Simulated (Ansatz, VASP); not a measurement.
## Y in VASP and in Ansatz

```
Y
1.0
     3.46892    0.00000    0.00000
    -1.73446    3.00418    0.00000
     0.00000    0.00000    5.60372
Y
2
Direct
  0.33333 0.66667 0.25000
  0.66667 0.33333 0.75000
```

Change from the starting cell: strain -0.050 along x and y, -0.025 along z, atoms carried along.

Alike in both runs: task single point; functional PBE; k mesh 18 × 18 × 8; occupations gaussian, width 0.15 eV; no spin polarisation.

```csv
,VASP,Ansatz
version,VASP 6.6.1,Ansatz 0.2.0
potentials or method,"VASP PAW PBE potentials, release 64 (Y_sv), cutoff 520 eV","scalar-relativistic, plane waves, PAW"
valence electrons in the cell,22,22
```

VASP gave:

| Item | Value |
| --- | --- |
| gap on the k mesh at the Fermi level (eV) | none |
| pressure (GPa) | 5.4 |
| traceless stress, the component that is largest in VASP (GPa) | -1.40 |

Question: Estimate Ansatz's values.

Answer: gap on the k mesh at the Fermi level (eV): none; pressure (GPa): 5.6; traceless stress, the component that is largest in VASP (GPa): -1.41.

A gap of «none» marks a metal or a gap that the smearing closes. With one functional, cell and mesh, what is left measures potentials, basis and numerics.
